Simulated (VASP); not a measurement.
The system is GaN.

```
Ga N
1.0
     0.00000    2.25350    2.25350
     2.25350    0.00000    2.25350
     2.25350    2.25350    0.00000
Ga N
1 1
Direct
  0.00000 0.00000 0.00000
  0.25000 0.25000 0.25000
```

| Item | Value |
| --- | --- |
| Program | VASP 6.6.1 |
| Task | relaxation of cell and atoms |
| Functional | RPBE |
| Potentials or basis | VASP PAW PBE potentials, release 64 (Ga_d, N) |
| Cutoff | 600 eV |
| k mesh | 10 × 10 × 10 |
| Occupations | fermi-dirac, width 0.05 eV |
| Spin | no spin polarisation |

At the start: pressure 8.9 GPa; volume 11.44 Å³/atom.

Q: Where does the relaxation end?

A: Over 3 steps the energy falls by 15.5 meV/atom and the volume is 12.03 Å³/atom (+5.1 %); space group F-43m (No. 216, to 0.05 Å).

The path:
```csv
step,energy change (eV),largest force (eV/Å),pressure (GPa),volume (Å³)
1,0.0000,0.0000,8.86,22.89
2,-0.0124,0.0000,-5.71,25.05
3,-0.0309,0.0000,-0.13,24.06
```

Final structure:
```
Ga N
1.0
     0.00000    2.29141    2.29141
     2.29141    0.00000    2.29141
     2.29141    2.29141    0.00000
Ga N
1 1
Direct
  0.00000 0.00000 0.00000
  0.25000 0.25000 0.25000
```

Caveat: the PAW data sets were made with another functional, which shifts forces and pressure a little.
